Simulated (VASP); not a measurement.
Input of a VASP 6.6.1 run:

Contents of INCAR:

```
ALGO = Normal ; EDIFF = 1E-6
ENCUT = 520 ; GGA = PE
ISIF = 2 ; ISMEAR = 1
LASPH = T ; LCHARG = F
LREAL = F ; LWAVE = F
NBANDS = 14 ; NELM = 80
PREC = Accurate ; SIGMA = 0.1
```

The input KPOINTS:

```
k-points
0
Gamma
  10 10 10
```

The input POSCAR:

```
HfC
1.0
    0.0000000000      2.3250000000      2.3250000000
    2.3250000000      0.0000000000      2.3250000000
    2.3250000000      2.3250000000      0.0000000000
Hf C
1 1
Direct
    0.5000000000      0.5000000000      0.5000000000
    0.0000000000      0.0000000000      0.0000000000
```

Potentials or basis: VASP PAW PBE potentials, release 64 (Hf_pv, C).

Command:

```sh
$ cat potpaw_PBE.64/Hf_pv/POTCAR potpaw_PBE.64/C/POTCAR > POTCAR
$ mpirun -np 1 vasp_std > vasp.out
```

Question: Estimate the pressure.

Answer: -0.5 GPa.

Question: Estimate the band gap on the k mesh.

Answer: Zero (band 7 reaches 6.95 eV, above the bottom of band 8 at 5.55 eV).

Caveat: spin-orbit coupling is left out, which moves the levels of the heavy elements.
